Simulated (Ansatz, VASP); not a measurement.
# One calculation of Pt, two programs

File INCAR:

```
PREC = Accurate
ENCUT = 520
EDIFF = 1E-7
ISMEAR = -1
SIGMA = 0.05
LREAL = F
LASPH = T
NELM = 80
ALGO = Normal
ISIF = 2
LWAVE = F
LCHARG = F
GGA = PS
NBANDS = 17
```

The input KPOINTS:

```
regular mesh
0
Gamma
  17 17 10
```

Contents of POSCAR:

```
Pt
1.0
    2.5072911154      0.0000000000      0.0000000000
   -1.2536455577      2.1713778006      0.0000000000
    0.0000000000      0.0000000000      4.2259083090
Pt
2
Direct
    0.3333333333      0.6666666667      0.2500000000
    0.6666666667      0.3333333333      0.7500000000
```

Input for Ansatz:

```yaml
crystal:
  lattice:
    - [2.5072911154, 0.0, 0.0]
    - [-1.2536455577, 2.1713778006, 0.0]
    - [0.0, 0.0, 4.225908309]
  atoms:
    - { symbol: Pt, position: [0.3333333333, 0.6666666667, 0.25] }
    - { symbol: Pt, position: [0.6666666667, 0.3333333333, 0.75] }
kpoints:
  mp_grid: { grid: [17, 17, 10] }
scf:
  occupations: { method: fermi_dirac, width: 0.05 }
hamiltonian:
  xc: pbesol
  pseudopotentials: { kind: all_electron, lapw: { basis_error: 0.001 } }
output:
  forces: true
  stress: true
  eigenvalues: true
  populations: true
```

Change from the starting cell: volume scaled by 0.76, LAPW.

Alike in both runs: task single point; functional PBEsol; k mesh 17 × 17 × 10; occupations fermi-dirac, width 0.05 eV; no spin polarisation.

|  | VASP | Ansatz |
| --- | --- | --- |
| version | VASP 6.6.1 | Ansatz 0.2.0 |
| potentials or method | VASP PAW PBE potentials, release 64 (Pt), cutoff 520 eV | all-electron LAPW, scalar-relativistic |

```tsv
	VASP	Ansatz	Ansatz less VASP
pressure (GPa)	159.3	158.0	-1.34
traceless stress, the component that is largest in VASP (GPa)	-0.09	0.07	+0.157
```

VASP's potentials were made for PBE, not for PBEsol. Both programs put the cell under a high pressure, so it lies far from rest at this level. Ansatz ran all-electron here, and VASP with PAW potentials.

Neither program's run includes spin-orbit coupling. Noted on VASP's run: the cell as given lies far from equilibrium.
